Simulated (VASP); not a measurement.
Write the native input for VASP 6.6.1 that does the following.

```
Task                   : single point
Functional             : PBE
Potentials or basis    : VASP PAW PBE potentials, release 64 (Hf_pv)
Cutoff                 : 520 eV
k mesh                 : 21 × 21 × 21
Occupations            : fermi-dirac, width 0.0612256 eV
Spin                   : no spin polarisation
Dipole correction      : no
Further INCAR settings : ALGO = Normal; EDIFF = 1e-06; NBANDS = 11
```

The structure of Hf lies in POSCAR:

```
Hf
1.0
    0.0000000000      2.2869036388      2.2869036388
    2.2869036388      0.0000000000      2.2869036388
    2.2869036388      2.2869036388      0.0000000000
Hf
1
Direct
    0.0000000000      0.0000000000      0.0000000000
```

One way to write it, as run:

INCAR

```
SYSTEM = Hf
PREC     = Accurate       ! precision mode
ENCUT    = 520            ! plane-wave cutoff, eV
EDIFF    = 1E-6           ! SCF threshold, eV
ISMEAR   = -1             ! smearing method
SIGMA    = 0.06122561905347299 ! smearing width, eV
LREAL    = .False.        ! projectors in reciprocal space
LASPH    = .True.         ! aspherical terms in the spheres
NELM     = 60             ! most SCF steps
ALGO     = Normal         ! electronic algorithm
ISIF     = 2              ! what is computed and relaxed
LWAVE    = .False.        ! write WAVECAR
LCHARG   = .True.         ! write CHGCAR
GGA      = PE             ! functional
LELF     = .True.         ! ELF
LVHAR    = .True.       
NBANDS   = 11             ! bands
```

KPOINTS

```
regular mesh
0
Gamma
  21 21 21
  0 0 0
```

Potentials or basis: VASP PAW PBE potentials, release 64 (Hf_pv).

Run with:

```console
$ cat potpaw_PBE.64/Hf_pv/POTCAR > POTCAR
$ mpirun -np 1 vasp_std > vasp.out
```

Results of the run:

```json
{"Pressure": "-5.8 GPa", "Band gap on the k mesh": "zero (band 5 reaches 5.65 eV, above the bottom of band 6 at 3.80 eV)"}
```

Caveat: spin-orbit coupling is left out, which moves the levels of the heavy elements.

It took 28 s on 1 thread of Intel(R) Xeon(R) Platinum 8488C (Sapphire Rapids), on a shared host, peak memory 0.19 GiB.
